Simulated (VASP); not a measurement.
Set up this calculation in VASP 6.6.1, as the native input.

```
Task                   : single point
Functional             : PBEsol
Potentials or basis    : VASP PAW PBE potentials, release 64 (Pb_d, Te)
Cutoff                 : 500 eV
k mesh                 : 7 × 7 × 7
Occupations            : fermi-dirac, width 0.05 eV
Spin                   : non-collinear spin, zero start, spin-orbit coupling
Starting moments       : [[0.0, 0.0, 0.0], [0.0, 0.0, 0.0]] μB
Dipole correction      : no
Further INCAR settings : ALGO = Normal; EDIFF = 1e-06; NBANDS = 32
```

The structure of TePb lies in POSCAR:

```
TePb
1.0
    0.0000000000      3.1873324849      3.1873324849
    3.1873324849      0.0000000000      3.1873324849
    3.1873324849      3.1873324849      0.0000000000
Pb Te
1 1
Direct
    0.0000000000      0.0000000000      0.0000000000
    0.5000000000      0.5000000000      0.5000000000
```

The input as run:

INCAR

```
SYSTEM = TePb
PREC     = Accurate       ! precision mode
ENCUT    = 500            ! plane-wave cutoff, eV
EDIFF    = 1E-6           ! SCF threshold, eV
ISMEAR   = -1             ! smearing method
SIGMA    = 0.05           ! smearing width, eV
LREAL    = .FALSE.        ! projectors in reciprocal space
LASPH    = .TRUE.         ! aspherical terms in the spheres
NELM     = 200            ! most SCF steps
ALGO     = Normal         ! electronic algorithm
ISIF     = 2              ! what is computed and relaxed
LWAVE    = .FALSE.        ! write WAVECAR
LCHARG   = .FALSE.        ! write CHGCAR
MAGMOM   = 0 0 0 0 0 0    ! initial moments
LORBIT   = 11             ! projections on sites
LSORBIT  = .TRUE.         ! spin-orbit coupling
GGA_COMPAT= .FALSE.      
LORBMOM  = .TRUE.       
GGA      = PS             ! functional
NBANDS   = 32             ! bands
```

KPOINTS

```
Automatic mesh
0
G
  7 7 7
  0 0 0
```

Potentials or basis: VASP PAW PBE potentials, release 64 (Pb_d, Te).

Run with:

```sh
$ cat potpaw_PBE.64/Pb_d/POTCAR potpaw_PBE.64/Te/POTCAR > POTCAR
$ mpirun -np 1 vasp_ncl > vasp.out
```

Results of the run:

```yaml
Pressure: 1.3 GPa
Net_moment: 0.00 μB per cell
Valence_electrons_inside_the_program's_atomic_spheres: Pb 11.90; Te 3.39
```

Caveat: the PAW data sets were made with another functional, which shifts forces and pressure a little.

Run time: 48 s on 1 thread of Intel(R) Xeon(R) 6975P-C (Granite Rapids), on a shared host, peak memory 0.39 GiB.
